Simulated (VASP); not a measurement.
# La6N (P-3m1) in VASP: further runs

La6N is run at these levels: PBE; tasks: relaxation of cell and atoms.

Program: VASP 6.6.1. These are calculated values, not measurements. Logs are shortened: lines on timing, memory, paths and dates and some standing lists are left out, and cuts for length are marked.

## 1. The cell of the first run

It takes space group P-3m1 (No. 164, trigonal). Conventional cell: a = 3.650 Å, b = 3.650 Å, c = 16.200 Å, α = 90.00°, β = 90.00°, γ = 120.00°. La (site symmetry 3m) has 12 La at 3.42 to 3.65 Å within 4.5 Å. Within 3.5 Å of La (site symmetry 3m) lie 3 N at 2.50 Å and 6 La at 3.42 to 3.43 Å. La (site symmetry 3m) has 12 La at 3.43 to 3.65 Å and 1 N at 4.05 Å within 4.5 Å. Within 3.3 Å of N (site symmetry -3m) lie 6 La at 2.50 Å.

## 2. Relaxation of cell and atoms, PBE

INCAR

```
  PREC = Accurate
  ENCUT = 600
  EDIFF = 1E-6
  ISMEAR = 0
  SIGMA = 0.2
  LREAL = False
  LASPH = True
  NELM = 80
  ALGO = Normal
  ISIF = 3
  LWAVE = False
  LCHARG = False
  GGA = PE
  IBRION = 2
  NSW = 36
  EDIFFG = -0.08
```

KPOINTS

```
Automatic mesh
0
Gamma
  5 5 1
```

POSCAR

```
La6N
1.0
    3.6500000000      0.0000000000      0.0000000000
   -1.8250000000      3.1609927200      0.0000000000
    0.0000000000      0.0000000000     16.2000000000
La N
6 1
Direct
    0.3333333300      0.6666666700      0.4167000000
    0.6666666700      0.3333333300      0.5833000000
    0.3333333300      0.6666666700      0.0833000000
    0.6666666700      0.3333333300      0.9167000000
    0.0000000000      0.0000000000      0.7500000000
    0.0000000000      0.0000000000      0.2500000000
    0.0000000000      0.0000000000      0.0000000000
```

Potentials or basis: VASP PAW PBE potentials, release 64 (La, N).

Run with:

```bash
$ cat potpaw_PBE.64/La/POTCAR potpaw_PBE.64/N/POTCAR > POTCAR
$ mpirun -np 1 vasp_std > vasp.out
```

OUTCAR:

```text
PREC = Accurate
   ENCUT = 600
   EDIFF = 1E-6
   ISMEAR = 0
   LREAL = False
   LASPH = True
   NELM = 80
   ISIF = 3
   GGA = PE
   IBRION = 2
   NSW = 36
   EDIFFG = -0.08

 ion  position               nearest neighbor table
   1  0.333  0.667  0.417-   2 3.42   2 3.42   2 3.42   6 3.43   6 3.43   6 3.43
   2  0.667  0.333  0.583-   1 3.42   1 3.42   1 3.42   5 3.43   5 3.43   5 3.43
   3  0.333  0.667  0.083-   7 2.50   7 2.50   7 2.50   4 3.42   4 3.42   4 3.42   6 3.43   6 3.43
                             6 3.43
   4  0.667  0.333  0.917-   7 2.50   7 2.50   7 2.50   3 3.42   3 3.42   3 3.42   5 3.43   5 3.43
                             5 3.43
   5  0.000  0.000  0.750-   2 3.43   4 3.43   2 3.43   4 3.43   2 3.43   4 3.43
   6  0.000  0.000  0.250-   1 3.43   3 3.43   1 3.43   3 3.43   1 3.43   3 3.43
   7  0.000  0.000  0.000-   3 2.50   4 2.50   3 2.50   4 2.50   4 2.50   3 2.50

  LATTYP: Found a hexagonal cell.
 ALAT       =     3.6500000000
 C/A-ratio  =     4.4383561644

  Lattice vectors:

 A1 = (   3.6500000000,   0.0000000000,   0.0000000000)
 A2 = (  -1.8250000000,   3.1609927200,   0.0000000000)
 A3 = (   0.0000000000,   0.0000000000,  16.2000000000)

Analysis of symmetry for initial positions (statically):
=====================================================================
 Subroutine PRICEL returns:
 Original cell was already a primitive cell.

 Routine SETGRP: Setting up the symmetry group for a
 hexagonal supercell.

 Subroutine GETGRP returns: Found 12 space group operations
 (whereof 12 operations were pure point group operations)
 out of a pool of 24 trial point group operations.

The static configuration has the point symmetry D_3d.

Analysis of symmetry for dynamics (positions and initial velocities):
=====================================================================
 Subroutine PRICEL returns:
 Original cell was already a primitive cell.

 Routine SETGRP: Setting up the symmetry group for a
 hexagonal supercell.

 Subroutine GETGRP returns: Found 12 space group operations
 (whereof 12 operations were pure point group operations)
 out of a pool of 24 trial point group operations.

The dynamic configuration has the point symmetry D_3d.

 Subroutine INISYM returns: Found 12 space group operations
 (whereof 12 operations are pure point group operations),
 and found     1 'primitive' translations

----------------------------------------------------------------------------------------

                                     Primitive cell

  volume of cell :     186.9095

  direct lattice vectors                    reciprocal lattice vectors
     3.650000000  0.000000000  0.000000000     0.273972603  0.158178156  0.000000000
    -1.825000000  3.160992720  0.000000000     0.000000000  0.316356312  0.000000000
     0.000000000  0.000000000 16.200000000     0.000000000  0.000000000  0.061728395

  length of vectors
     3.650000000  3.649999997 16.200000000     0.316356312  0.316356312  0.061728395

  position of ions in fractional coordinates (direct lattice)
     0.333333330  0.666666670  0.416700000
     0.666666670  0.333333330  0.583300000
     0.333333330  0.666666670  0.083300000
     0.666666670  0.333333330  0.916700000
     0.000000000  0.000000000  0.750000000
     0.000000000  0.000000000  0.250000000
     0.000000000  0.000000000  0.000000000

  ion indices of the primitive-cell ions
   primitive index   ion index
                 1           1
                 2           2
                 3           3
                 4           4
                 5           5
                 6           6
                 7           7

----------------------------------------------------------------------------------------

 KPOINTS: Automatic mesh

Automatic generation of k-mesh.
 Grid dimensions read from file:
 generate k-points for:    5    5    1

 Generating k-lattice:

  Cartesian coordinates                     Fractional coordinates (reciprocal lattice)
     0.054794521  0.031635631  0.000000000     0.200000000 -0.000000000  0.000000000
     0.000000000  0.063271262  0.000000000     0.000000000  0.200000000  0.000000000
     0.000000000  0.000000000  0.061728395     0.000000000  0.000000000  1.000000000

  Length of vectors
     0.063271262  0.063271262  0.061728395

  Shift w.r.t. Gamma in fractional coordinates (k-lattice)
     0.000000000  0.000000000  0.000000000

 Subroutine IBZKPT returns following result:
 ===========================================

 Found      5 irreducible k-points:

 Following reciprocal coordinates:
            Coordinates               Weight
  0.000000  0.000000  0.000000      1.000000
  0.200000  0.000000  0.000000      6.000000
  0.400000  0.000000  0.000000      6.000000
  0.200000  0.200000  0.000000      6.000000
  0.400000  0.200000  0.000000      6.000000
   k-points           NKPTS =      5   k-points in BZ     NKDIM =      5   number of bands    NBANDS=     42
   number of dos      NEDOS =    301   number of ions     NIONS =      7
   total plane-waves  NPLWV = 126000
   dimension x,y,z NGX =    30 NGY =   30 NGZ =  140
   dimension x,y,z NGXF=    60 NGYF=   60 NGZF=  280
   ions per type =               6   1
   NGX,Y,Z   is equivalent  to a cutoff of  13.66, 13.66, 14.37 a.u.
   NGXF,Y,Z  is equivalent  to a cutoff of  27.33, 27.33, 28.73 a.u.
 SYSTEM =  unknown system
   PREC   = accura    normal or accurate (medium, high low for compatibility)
   ISTART =      0    job   : 0-new  1-cont  2-samecut
   ICHARG =      2    charge: 1-file 2-atom 10-const
   ISPIN  =      1    spin polarized calculation?
   LNONCOLLINEAR =      F non collinear calculations
   LSORBIT =      F    spin-orbit coupling
   LASPH  =      T    aspherical Exc in radial PAW
   ENCUT  =  600.0 eV  44.10 Ry    6.64 a.u.   7.29  7.29 32.36*2*pi/ulx,y,z
   NELM   =     80;   NELMIN=  2; NELMDL= -5     # of ELM steps
   EDIFF  = 0.1E-05   stopping-criterion for ELM
   LREAL  =      F    real-space projection
   EDIFFG = -.8E-01   stopping-criterion for IOM
   NSW    =     36    number of steps for IOM
   IBRION =      2    ionic relax: 0-MD 1-quasi-New 2-CG
   NFREE  =      1    steps in history (QN), initial steepest desc. (CG)
   ISIF   =      3    stress and relaxation
   ISYM   =      2    0-nonsym 1-usesym 2-fastsym
   POTIM  = 0.5000    time-step for ionic-motion
   TEBEG  =    0.0;   TEEND  =   0.0 temperature during run
   PSTRESS=    0.0 pullay stress
   NELECT =      71.0000    total number of electrons
   NUPDOWN=      -1.0000    fix difference up-down
   EMIN   =  10.00;   EMAX   =-10.00  energy-range for DOS
   EFERMI =   0.00;   METHOD = LEGACY
   ISMEAR =     0;   SIGMA  =   0.20  broadening in eV -4-tet -1-fermi 0-gaus
   EFERMI_NEDOS =   21; number of points for ismear=-14 and -15
   IALGO  =     38    algorithm
   IMIX   =      4    mixing-type and parameters
     AMIX     =   0.40;   BMIX     =  1.00
     AMIX_MAG =   1.60;   BMIX_MAG =  1.00
  volume/ion in A,a.u.               =      26.70       180.19
  Fermi-wavevector in a.u.,A,eV,Ry     =   1.185634  2.240523 19.126077  1.405727
  Thomas-Fermi vector in A             =   2.321823
   LORBIT       =      0    0 simple, 1 ext, 2 COOP (PROOUT), +10 PAW based schemes
   GGA     = PE    functional components
   LHFCALC =     F    Hartree Fock is set to
   AEXX    =    0.0000 exact exchange contribution
   IVDW    =     0    specifies the selected vdW correction
   LEPSILON=     F    determine dielectric tensor
   LRPA    =     F    only Hartree local field effects (RPA)
 conjugate gradient relaxation of ions
 non-spin polarized calculation
 Gauss-broadening in eV      SIGMA  =   0.20
  energy-cutoff  :      600.00
  volume of cell :      186.91
 maximum number of plane-waves:      6299
 NGX is ok and might be reduce to    30
   NGX = 15   NGY = 15   NGZ = 65

--------------------------------------- Ionic step        1  -------------------------------------------

 number of electron      71.0000007 magnetization

 Free energy of the ion-electron system (eV)
  ---------------------------------------------------
  ext. energy  EPLUGINS =         0.00000000
  ---------------------------------------------------
  free energy    TOTEN  =       -39.15928833 eV

  energy without entropy =      -38.97620318  energy(sigma->0) =      -39.06774575

 E-fermi :   9.9148     XC(G=0): -10.5017

 val. band max:        9.8993083715   @ k =   0.2000   0.2000   0.0000
 cond. band min:       9.9408970799   @ k =   0.2000   0.0000   0.0000
 fundamental gap:      0.0415887084
 Fermi energy:         9.9147960391

 k-point     1 :       0.0000    0.0000    0.0000
  band No.  band energies     occupation
      1     -22.7409      2.00000
      2     -22.6709      2.00000
      3     -22.5108      2.00000
      4     -22.3123      2.00000
      5     -22.2706      2.00000
      6     -22.0504      2.00000
[... 330 lines left out ...]
  FREE ENERGIE OF THE ION-ELECTRON SYSTEM (eV)
  ---------------------------------------------------
  free  energy   TOTEN  =       -39.9019881536 eV

  energy  without entropy=      -39.6783335413  energy(sigma->0) =      -39.79016085

[... ionic steps 4 to 9 ...]

--------------------------------------- Ionic step       10  -------------------------------------------

 number of electron      70.9999999 magnetization

------------------------ aborting loop because EDIFF is reached ----------------------------------------

  FORCE on cell =-STRESS in cart. coord.  units (eV):
  Direction    XX          YY          ZZ          XY          YZ          ZX
  --------------------------------------------------------------------------------------
  -------------------------------------------------------------------------------------
  Total        0.2504194      0.2504194      0.6288992     -0.0000000      0.0000000     -0.0000000
  in kB        1.7655909      1.7655909      4.4340773     -0.0000000      0.0000000     -0.0000000
  external PRESSURE =       2.6550864 kB  Pullay stress =       0.0000000 kB
[... 67 lines left out ...]
  energy  without entropy=      -40.0140294084  energy(sigma->0) =      -40.12275719

--------------------------------------- Ionic step       12  -------------------------------------------

 number of electron      70.9999992 magnetization

 Free energy of the ion-electron system (eV)
  ---------------------------------------------------
  ext. energy  EPLUGINS =         0.00000000
  ---------------------------------------------------
  free energy    TOTEN  =       -40.23605096 eV

  energy without entropy =      -40.01846658  energy(sigma->0) =      -40.12725877

 E-fermi :   7.8355     XC(G=0):  -9.6259

 val. band max:        7.7956655987   @ k =   0.0000   0.0000   0.0000
 cond. band min:       7.8792372625   @ k =   0.2000   0.0000   0.0000
 fundamental gap:      0.0835716638
 Fermi energy:         7.8354899844

 k-point     1 :       0.0000    0.0000    0.0000
  band No.  band energies     occupation
      1     -24.9976      2.00000
      2     -24.9806      2.00000
      3     -24.8406      2.00000
      4     -24.7892      2.00000
      5     -24.7763      2.00000
      6     -24.5789      2.00000
[... 248 lines left out ...]
  FREE ENERGIE OF THE ION-ELECTRON SYSTEM (eV)
  ---------------------------------------------------
  free  energy   TOTEN  =       -40.2360509581 eV

  energy  without entropy=      -40.0184665797  energy(sigma->0) =      -40.12725877

 reached required accuracy - stopping structural energy minimisation
```

Run time: 32 min. Hardware: 1 thread of AMD EPYC 7R43 (Zen 3), shared host; peak memory 0.35 GiB.

Results:

| Quantity | Value |
| --- | --- |
| Free energy | -40.2361 eV |
| Relaxed volume | 32.55 Å³/atom |
| Relaxed cell | a = 3.754 Å, b = 3.754 Å, c = 18.664 Å, α = 90.00°, β = 90.00°, γ = 120.00° |
| Space group after relaxing (to 0.1 Å) | P-3m1 (No. 164) |
| Energy gained by relaxing | 153.8 meV/atom |
| Ionic steps | 12 |
| Pressure after relaxing | 0.0 GPa |
| Largest force after relaxing | 0.080 eV/Å |
| Band gap on the k mesh | zero (an odd number of electrons rules out a gap without spin polarisation) |

Forces on the atoms (eV/Å):
```
La   0.000  0.000  0.080
La   0.000  0.000 -0.080
La   0.000  0.000 -0.007
La   0.000  0.000  0.007
La   0.000  0.000 -0.013
La   0.000  0.000  0.013
N    0.000  0.000  0.000
```

Stress tensor (GPa, compression positive):
```
-0.06  0.00  0.00
 0.00 -0.06  0.00
 0.00  0.00  0.06
```

The path:
```csv
step,energy change (eV),largest force (eV/Å),pressure (GPa),volume (Å³)
1,0.0000,0.3458,7.18,186.91
2,-0.7426,1.0237,-0.40,221.07
3,-0.7427,1.0126,-0.33,220.61
4,-0.8872,0.7628,-0.23,222.42
5,-1.0370,0.2641,0.12,225.88
6,-1.0416,0.2383,0.22,226.55
7,-1.0556,0.1874,-0.10,229.07
8,-1.0578,0.1629,-0.25,230.37
9,-1.0652,0.1379,0.03,228.62
10,-1.0675,0.1937,0.27,227.24
11,-1.0722,0.1247,0.17,227.44
12,-1.0768,0.0797,-0.02,227.83
```

Final structure:
```yaml
crystal:
  lattice:
    - [3.75442, 0.00000, 0.00000]
    - [-1.87721, 3.25142, 0.00000]
    - [0.00000, 0.00000, 18.66367]
  atoms:
    - { symbol: La, position: [0.33333, 0.66667, 0.41592] }
    - { symbol: La, position: [0.66667, 0.33333, 0.58408] }
    - { symbol: La, position: [0.33333, 0.66667, 0.07461] }
    - { symbol: La, position: [0.66667, 0.33333, 0.92539] }
    - { symbol: La, position: [0.00000, 0.00000, 0.73889] }
    - { symbol: La, position: [0.00000, 0.00000, 0.26111] }
    - { symbol: N, position: [0.00000, 0.00000, 0.00000] }
```

Caveat: the k points lie up to 0.39 Å⁻¹ apart in the final cell, too coarse for converged energies and pressures of a metal; the volume moved by over 15 % at a fixed basis, so the end points are rough; spin-orbit coupling is left out, which moves the levels of the heavy elements; the relaxation stopped at a loose force limit of 0.08 eV/Å, so its end isn't a converged minimum.

(Continued in part 2 of 2.)
